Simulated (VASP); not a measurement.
# NbAl2F3 (R-3m) in VASP: notebook, part 2 of 2

VASP 6.6.1. Earlier steps stand in the parts before.

## 4. Relaxation of cell and atoms, PBE

Contents of INCAR:

```
SYSTEM = NbAl2F3
PREC     = Accurate       ! precision mode
ENCUT    = 600            ! plane-wave cutoff, eV
EDIFF    = 1E-6           ! SCF threshold, eV
ISMEAR   = 0              ! smearing method
SIGMA    = 0.1            ! smearing width, eV
LREAL    = .FALSE.        ! projectors in reciprocal space
LASPH    = .TRUE.         ! aspherical terms in the spheres
NELM     = 80             ! most SCF steps
ALGO     = Normal         ! electronic algorithm
ISIF     = 3              ! what is computed and relaxed
LWAVE    = .FALSE.        ! write WAVECAR
LCHARG   = .FALSE.        ! write CHGCAR
GGA      = PE             ! functional
IBRION   = 2              ! ionic algorithm
NSW      = 90             ! ionic steps
EDIFFG   = -0.04          ! ionic threshold
```

Contents of KPOINTS:

```
Automatic mesh
0
G
  6 6 6
  0 0 0
```

Contents of POSCAR:

```
NbAl2F3
1.0
    2.4351037800      1.4059078200      3.9496321700
   -2.4351037800      1.4059078200      3.9496321700
    0.0000000000     -2.8118156400      3.9496321700
Al Nb F
2 1 3
Direct
    0.6227269800      0.6227269800      0.6227269800
    0.3772730200      0.3772730200      0.3772730200
    0.0000000000      0.0000000000      0.0000000000
    0.0000000000      0.5000000000      0.0000000000
    0.5000000000      0.0000000000      0.0000000000
    0.0000000000      0.0000000000      0.5000000000
```

On the command line:

```
> cat potpaw_PBE.64/Al/POTCAR potpaw_PBE.64/Nb_sv/POTCAR potpaw_PBE.64/F/POTCAR > POTCAR
> mpirun -np 1 vasp_std > vasp.out
```

Wall time 26 min (1 thread of AMD EPYC 9755, shared host); peak memory 0.26 GiB.

The run converged. Its results:

| Quantity | Value |
| --- | --- |
| Free energy | -31.8004 eV |
| Relaxed volume | 13.54 Å³/atom |
| Relaxed cell | a = 4.839 Å, b = 4.839 Å, c = 4.839 Å, α = 60.62°, β = 60.62°, γ = 60.62° |
| Space group after relaxing (to 0.1 Å) | R-3m (No. 166) |
| Energy gained by relaxing | 334.7 meV/atom |
| Ionic steps | 27 |
| Pressure after relaxing | -0.2 GPa |
| Largest force after relaxing | 0.012 eV/Å |
| Band gap on the k mesh | zero (bands 20 and 21 overlap by 1.11 eV) |

Forces on the atoms (eV/Å):
```
Al   0.000  0.000 -0.012
Al   0.000  0.000  0.012
Nb   0.000  0.000  0.000
F    0.000  0.000  0.000
F    0.000  0.000  0.000
F    0.000  0.000  0.000
```

Step by step:
| step | energy change (eV) | largest force (eV/Å) | pressure (GPa) | volume (Å³) |
| --- | --- | --- | --- | --- |
| 1 | 0.0000 | 0.5577 | -5.18 | 81.13 |
| 2 | -0.6075 | 0.7959 | 2.08 | 75.87 |
| 3 | -0.6321 | 0.8627 | 4.33 | 74.75 |
| 4 | -0.7670 | 0.7989 | 0.44 | 77.67 |
| 5 | -0.7946 | 0.7368 | -2.10 | 80.05 |
| 6 | -0.9029 | 0.6801 | -1.55 | 79.72 |
| 7 | -1.1604 | 0.4574 | 1.23 | 78.74 |
| 8 | -0.4731 | 2.3345 | 12.19 | 76.80 |
| 9 | -1.1928 | 0.3110 | 2.04 | 78.48 |
| 10 | -1.2056 | 0.0583 | 3.32 | 78.17 |
| 11 | -1.2401 | 0.0211 | 3.33 | 78.23 |
| 12 | -1.3346 | 0.1268 | 3.42 | 78.42 |
| 13 | -1.4555 | 0.6268 | 4.14 | 78.78 |
| 14 | -1.0896 | 2.8206 | 8.13 | 79.39 |
| 15 | -1.4528 | 0.8837 | 4.56 | 78.86 |
| 16 | -1.6133 | 0.7940 | 3.19 | 79.58 |
| 17 | -1.9116 | 0.5269 | -0.05 | 81.62 |
| 18 | -1.8507 | 0.1400 | -3.24 | 85.25 |
| 19 | -1.9813 | 0.2897 | -1.82 | 83.27 |
| 20 | -1.9814 | 0.3042 | -1.71 | 83.19 |
| 21 | -1.9918 | 0.2666 | -1.15 | 82.57 |
| 22 | -2.0017 | 0.1958 | 0.00 | 81.47 |
| 23 | -2.0024 | 0.1686 | 0.46 | 81.06 |
| 24 | -2.0041 | 0.1220 | 0.29 | 81.15 |
| 25 | -2.0061 | 0.0008 | -0.23 | 81.37 |
| 26 | -2.0076 | 0.0057 | -0.20 | 81.30 |
| 27 | -2.0081 | 0.0117 | -0.17 | 81.23 |

Final structure:
```yaml
crystal:
  lattice:
    - [2.44205, 1.40992, 3.93205]
    - [-2.44205, 1.40992, 3.93205]
    - [0.00000, -2.81984, 3.93205]
  atoms:
    - { symbol: Al, position: [0.70349, 0.70349, 0.70349] }
    - { symbol: Al, position: [0.29651, 0.29651, 0.29651] }
    - { symbol: Nb, position: [0.00000, 0.00000, 0.00000] }
    - { symbol: F, position: [0.00000, 0.50000, 0.00000] }
    - { symbol: F, position: [0.50000, 0.00000, 0.00000] }
    - { symbol: F, position: [0.00000, 0.00000, 0.50000] }
```

Levels at points of the mesh, in eV from the Fermi level:
```tsv
k point	band 16	band 17	band 18	band 19	band 20	band 21	band 22	band 23	band 24
(0.00, 0.00, 0.00)	-6.06	-5.87	-2.65	-2.65	-0.08	-0.08	0.22	1.41	4.33
(0.50, 0.00, 0.00)	-5.99	-4.86	-3.83	-1.26	-0.77	0.10	0.19	0.21	2.24
(0.50, 0.50, 0.00)	-6.02	-3.74	-3.34	-1.43	-0.61	-0.38	0.15	1.55	2.31
(0.50, 0.50, 0.50)	-5.85	-4.58	-1.61	-1.61	0.09	1.17	1.58	1.58	1.98
```

## 5. Single point, PBE

This run uses another cell than the first one, of 13.56 Å³/atom.

Contents of INCAR:

```
SYSTEM = NbAl2F3
ALGO = Fast ; EDIFF = 1E-6
ENCUT = 520 ; GGA = PE
ISIF = 2 ; ISMEAR = 0
LASPH = .TRUE. ; LCHARG = .FALSE.
LREAL = .FALSE. ; LWAVE = .FALSE.
NBANDS = 29 ; NELM = 60
PREC = Accurate ; SIGMA = 0.1
```

Contents of KPOINTS:

```
k-points
0
G
  12 12 12
  0 0 0
```

Contents of POSCAR:

```
NbAl2F3
1.0
    2.4413988114      1.4095422610      3.9406811474
   -2.4413988114      1.4095422610      3.9406811474
    0.0000000000     -2.8190845219      3.9406811474
Al Nb F
2 1 3
Direct
    0.7037276396      0.7037276396      0.7037276396
    0.2962723604      0.2962723604      0.2962723604
    0.0000000000      0.0000000000      0.0000000000
    0.0000000000      0.5000000000      0.0000000000
    0.5000000000      0.0000000000      0.0000000000
    0.0000000000      0.0000000000      0.5000000000
```

Potentials or basis: VASP PAW PBE potentials, release 64 (Al, Nb_sv, F).

On the command line:

```
> cat potpaw_PBE.64/Al/POTCAR potpaw_PBE.64/Nb_sv/POTCAR potpaw_PBE.64/F/POTCAR > POTCAR
> mpirun -np 1 vasp_std > vasp.out
```

OUTCAR:

```text
SYSTEM = NbAl2F3
   EDIFF = 1E-6
   ENCUT = 520
   GGA = PE
   ISIF = 2
   ISMEAR = 0
   LASPH = .TRUE.
   LREAL = .FALSE.
   NELM = 60
   PREC = Accurate

 ion  position               nearest neighbor table
   1  0.704  0.704  0.704-   4 2.08   5 2.08   6 2.08   3 2.85   3 2.85   3 2.85   2 2.95   2 2.95
                             2 2.95
   2  0.296  0.296  0.296-   4 2.08   5 2.08   6 2.08   3 2.85   3 2.85   3 2.85   1 2.95   1 2.95
                             1 2.95
   3  0.000  0.000  0.000-   6 2.42   6 2.42   4 2.42   5 2.42   4 2.42   5 2.42   2 2.85   1 2.85
                             2 2.85   1 2.85   2 2.85   1 2.85
   4  0.000  0.500  0.000-   1 2.08   2 2.08   3 2.42   3 2.42
   5  0.500  0.000  0.000-   1 2.08   2 2.08   3 2.42   3 2.42
   6  0.000  0.000  0.500-   1 2.08   2 2.08   3 2.42   3 2.42

  LATTYP: Found a trigonal (rhomboedric) cell.
 ALAT       =     4.8452250151
 COS(alpha) =     0.4922153693

  Lattice vectors:

 A1 = (   2.4413988114,   1.4095422610,   3.9406811474)
 A2 = (  -2.4413988114,   1.4095422610,   3.9406811474)
 A3 = (   0.0000000000,  -2.8190845219,   3.9406811474)

Analysis of symmetry for initial positions (statically):
=====================================================================
 Subroutine PRICEL returns:
 Original cell was already a primitive cell.

 Routine SETGRP: Setting up the symmetry group for a
 trigonal (rhombohedral) supercell.

 Subroutine GETGRP returns: Found 12 space group operations
 (whereof 12 operations were pure point group operations)
 out of a pool of 12 trial point group operations.

The static configuration has the point symmetry D_3d.

Analysis of symmetry for dynamics (positions and initial velocities):
=====================================================================
 Subroutine PRICEL returns:
 Original cell was already a primitive cell.

 Routine SETGRP: Setting up the symmetry group for a
 trigonal (rhombohedral) supercell.

[... 134 lines left out ...]
  Fermi-wavevector in a.u.,A,eV,Ry     =   1.292057  2.441634 22.713723  1.669412
  Thomas-Fermi vector in A             =   2.423789
   LORBIT       =      0    0 simple, 1 ext, 2 COOP (PROOUT), +10 PAW based schemes
   GGA     = PE    functional components
   LHFCALC =     F    Hartree Fock is set to
   AEXX    =    0.0000 exact exchange contribution
   IVDW    =     0    specifies the selected vdW correction
   LEPSILON=     F    determine dielectric tensor
   LRPA    =     F    only Hartree local field effects (RPA)
 non-spin polarized calculation
 RMM-DIIS sequential band-by-band and
 Gauss-broadening in eV      SIGMA  =   0.10
  energy-cutoff  :      520.00
  volume of cell :       81.37
 maximum number of plane-waves:      2214
   NGX = 17   NGY = 17   NGZ = 17

 number of electron      39.9999999 magnetization

 Free energy of the ion-electron system (eV)
  ---------------------------------------------------
  ext. energy  EPLUGINS =         0.00000000
  ---------------------------------------------------
  free energy    TOTEN  =       -31.77296016 eV

  energy without entropy =      -31.74779166  energy(sigma->0) =      -31.76037591

 E-fermi :   7.4935     XC(G=0): -10.3951

 val. band max:        7.4875441597   @ k =   0.0833   0.0833   0.0833
 cond. band min:       7.4948916654   @ k =  -0.3333   0.2500   0.2500
 fundamental gap:      0.0073475057
 Fermi energy:         7.4934971363

 k-point     1 :       0.0000    0.0000    0.0000
  band No.  band energies     occupation
      1     -48.6736      2.00000
      2     -25.2757      2.00000
      3     -24.4886      2.00000
      4     -24.4886      2.00000
      5     -19.4919      2.00000
      6     -18.4631      2.00000
[... 757 lines left out ...]
     28      14.2148      0.00000
     29      14.8813      0.00000

 [... further k-points ...]

------------------------ aborting loop because EDIFF is reached ----------------------------------------

  FORCE on cell =-STRESS in cart. coord.  units (eV):
  Direction    XX          YY          ZZ          XY          YZ          ZX
  --------------------------------------------------------------------------------------
  -------------------------------------------------------------------------------------
  Total       -0.1170655     -0.1170655     -0.1315954      0.0000000     -0.0000000      0.0000000
  in kB       -2.3051558     -2.3051558     -2.5912650      0.0000000     -0.0000000      0.0000000
  external PRESSURE =      -2.4005255 kB  Pullay stress =       0.0000000 kB

 VOLUME and BASIS-vectors are now :
 -----------------------------------------------------------------------------
  energy-cutoff  :      520.00
  volume of cell :       81.37
      direct lattice vectors                 reciprocal lattice vectors
     2.441398811  1.409542261  3.940681147     0.204800624  0.118241695  0.084587745
    -2.441398811  1.409542261  3.940681147    -0.204800624  0.118241695  0.084587745
     0.000000000 -2.819084522  3.940681147     0.000000000 -0.236483391  0.084587745

 POSITION                                       TOTAL-FORCE (eV/Angst)
 -----------------------------------------------------------------------------------
      0.00000      0.00000      8.31950         0.000000      0.000000      0.000062
      0.00000      0.00000      3.50254         0.000000     -0.000000     -0.000062
      0.00000      0.00000      0.00000         0.000000     -0.000000     -0.000000
     -1.22070      0.70477      1.97034         0.000000     -0.000000     -0.000000
      1.22070      0.70477      1.97034        -0.000000     -0.000000      0.000000
      0.00000     -1.40954      1.97034        -0.000000     -0.000000      0.000000
 -----------------------------------------------------------------------------------
    total drift:                               -0.000000      0.000000     -0.000000

  FREE ENERGIE OF THE ION-ELECTRON SYSTEM (eV)
  ---------------------------------------------------
  free  energy   TOTEN  =       -31.7729601602 eV

  energy  without entropy=      -31.7477916607  energy(sigma->0) =      -31.76037591
```

stdout:

```text
POSCAR found type information on POSCAR AlNbF
 POSCAR found :  3 types and       6 ions
 scaLAPACK will be used
 LDA part: xc-table for (Slater+PW92), standard interpolation
 POSCAR, INCAR and KPOINTS ok, starting setup
 FFT: planning ... GRIDC
 FFT: planning ... GRID_SOFT
 FFT: planning ... GRID
 WAVECAR not read
 entering main loop
WARNING in EDDRMM: call to ZHEGV failed, returncode =   8  4     26
WARNING in EDDRMM: call to ZHEGV failed, returncode =   8  4     21
WARNING in EDDRMM: call to ZHEGV failed, returncode =   8  4     17
WARNING in EDDRMM: call to ZHEGV failed, returncode =   6  3     17
WARNING in EDDRMM: call to ZHEGV failed, returncode =   8  4     20
WARNING in EDDRMM: call to ZHEGV failed, returncode =   6  3      8
WARNING in EDDRMM: call to ZHEGV failed, returncode =   8  4     17
WARNING in EDDRMM: call to ZHEGV failed, returncode =   8  4     18
WARNING in EDDRMM: call to ZHEGV failed, returncode =   8  4     14
WARNING in EDDRMM: call to ZHEGV failed, returncode =   6  3     20
WARNING in EDDRMM: call to ZHEGV failed, returncode =   6  3     23
WARNING in EDDRMM: call to ZHEGV failed, returncode =   6  3     20
WARNING in EDDRMM: call to ZHEGV failed, returncode =   8  4     12
WARNING in EDDRMM: call to ZHEGV failed, returncode =   6  3     26
WARNING in EDDRMM: call to ZHEGV failed, returncode =   8  4     27
WARNING in EDDRMM: call to ZHEGV failed, returncode =   6  3     25
```

Run time: 14 min. Hardware: 1 thread of AMD EPYC 9755, shared host; peak memory 0.46 GiB.

Results:

* Free energy: -31.7730 eV
* Pressure: -0.2 GPa
* Band gap on the k mesh: zero (bands 20 and 21 overlap by 1.11 eV)

## 6. Summary

```csv
task,cell,k mesh,cutoff (eV),gap on the mesh (eV),pressure (GPa),largest force (eV/Å)
single point,"a = 4.848 Å, angles 60.3°, 6 atoms, atomic positions A",6 × 6 × 6,520,none,-5.1,0.56
single point,"a = 4.837 Å, angles 60.6°, 6 atoms, atomic positions B",6 × 6 × 6,520,none,0.1,0.01
relaxation of cell and atoms,"relaxed from a = 4.848 Å, angles 60.3°, 6 atoms, atomic positions A",6 × 6 × 6,600,none,-0.2,0.01
single point,"a = 4.845 Å, angles 60.5°, 6 atoms, atomic positions C",12 × 12 × 12,520,none,-0.2,-
```

Alike in all rows: level PBE; potentials or basis VASP PAW PBE potentials, release 64 (Al, Nb_sv, F); no spin polarisation; smearing gaussian 0.1 eV.

Caveats: the stress differs along the axes, from -20 to 3 GPa (at least some runs).

Absolute energies hang on the potentials; compare differences alone.

The gap in the log of VASP goes by the Fermi energy; the results here count the filled bands.